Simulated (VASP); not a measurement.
Ru: relaxation of cell and atoms with r2SCAN

The system is Ru.

```xyz
4
Lattice="1.5002 -4.7588 0.0000 1.5002 4.7588 0.0000 0.0000 0.0000 3.9702" Properties=species:S:1:pos:R:3 pbc="T T T"
Ru    1.5002    3.8261    3.6129
Ru    1.5002   -0.9327    2.3424
Ru    1.5002   -3.8261    0.3573
Ru    1.5002    0.9327    1.6278
```

| Quantity | Value |
| --- | --- |
| Program | VASP 6.6.1 |
| Task | relaxation of cell and atoms |
| Functional | r2SCAN |
| Potentials or basis | VASP PAW PBE potentials, release 64 (Ru_pv) |
| Cutoff | 600 eV |
| k mesh | 6 × 6 × 4 |
| Occupations | gaussian, width 0.1 eV |
| Spin | no spin polarisation |
| Dipole correction | no |
| Further INCAR settings | ALGO = Normal; EDIFF = 1e-07; IBRION = 2; EDIFFG = -0.04; NSW = 90; ISIF = 3 |

```
Relaxed volume                        : 14.56 Å³/atom
Relaxed cell                          : a = 4.802 Å, b = 4.802 Å, c = 4.628 Å, α = 90.00°, β = 90.00°, γ = 146.91°
Space group after relaxing (to 0.1 Å) : Cmce (No. 64)
Pressure after relaxing               : 0.2 GPa
Largest force after relaxing          : 0.010 eV/Å
Band gap on the k mesh                : zero (bands 28 and 29 overlap by 1.88 eV)
```

Forces on the atoms (eV/Å):
```
Ru   0.000 -0.008  0.006
Ru   0.000 -0.008 -0.006
Ru   0.000  0.008 -0.006
Ru   0.000  0.008  0.006
```

Stress tensor (GPa, compression positive):
```
0.01 0.00 0.00
0.00 0.27 0.00
0.00 0.00 0.36
```

Final structure:
```
Ru
1.0
     1.36720   -4.60278    0.00000
     1.36720    4.60278    0.00000
     0.00000    0.00000    4.62756
Ru
4
Direct
  0.12652 0.87348 0.01976
  0.62652 0.37348 0.48024
  0.87348 0.12652 0.98024
  0.37348 0.62652 0.51976
```

Levels at points of the mesh, in eV from the Fermi level:
| k point | band 26 | band 27 | band 28 | band 29 | band 30 | band 31 |
| --- | --- | --- | --- | --- | --- | --- |
| (0.00, 0.00, 0.00) | -0.97 | -0.20 | -0.19 | -0.05 | 0.54 | 0.58 |
| (0.50, 0.00, 0.00) | -1.19 | -0.54 | -0.54 | 0.41 | 0.41 | 1.84 |
| (0.50, 0.50, 0.00) | -1.84 | -1.27 | -0.94 | 0.63 | 1.05 | 1.65 |
| (0.00, 0.00, 0.50) | -1.06 | -1.03 | -1.03 | -0.39 | -0.39 | 0.48 |
| (0.50, 0.00, 0.50) | -0.14 | 0.76 | 0.76 | 1.67 | 1.67 | 1.88 |
| (0.50, 0.50, 0.50) | -1.54 | -1.24 | -1.24 | 0.00 | 0.00 | 0.36 |

Wall time 96 min on 1 thread of Intel(R) Xeon(R) 6975P-C (Granite Rapids) (shared host), peak memory 0.3 GiB.

Caveat: the k points lie up to 0.40 Å⁻¹ apart in the final cell, too coarse for converged energies and pressures of a metal; a cell axis changed by over 15 % at a fixed basis, so the end point is rough; the PAW data sets were made with another functional, which shifts forces and pressure a little.
